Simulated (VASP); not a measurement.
A run of VASP 6.6.1:

The input INCAR:

```
PREC = Accurate ; ENCUT = 520
EDIFF = 1E-6 ; ISMEAR = -1
SIGMA = 0.1 ; LREAL = F
LASPH = T ; NELM = 60
ALGO = Normal ; ISIF = 2
LWAVE = F ; LCHARG = F
GGA = PS ; NBANDS = 31
```

The input KPOINTS:

```
regular mesh
0
Gamma
  8 8 8
```

The input POSCAR:

```
TiAu2O2
1.0
    0.0000000000      2.9340887200      0.0000000000
    4.4432524600      0.0000000000      0.0000000000
    2.2216257400      1.4670443600     -4.8271857000
Ti O Au
1 2 2
Direct
    0.0000000000      0.0000000000      0.0000000000
    0.3627000000      0.8627000000      0.2746000000
    0.6373000000      0.1373000000      0.7254000000
    0.3575800000      0.3575800000      0.2848400000
    0.6424200000      0.6424200000      0.7151600000
```

Potentials or basis: VASP PAW PBE potentials, release 64 (Ti_sv, O, Au).

Command:

```sh
$ cat potpaw_PBE.64/Ti_sv/POTCAR potpaw_PBE.64/O/POTCAR potpaw_PBE.64/Au/POTCAR > POTCAR
$ mpirun -np 1 vasp_std > vasp.out
```

Hardware: 1 thread of Intel(R) Xeon(R) Platinum 8481C CPU @ 2.70GHz (Sapphire Rapids) (shared host).

How long does it take, and how much memory?

Wall time 76 s on 1 thread of Intel(R) Xeon(R) Platinum 8481C CPU @ 2.70GHz (Sapphire Rapids), on a shared host, peak memory 0.31 GiB. Counts: scf iterations 16, k points 95.
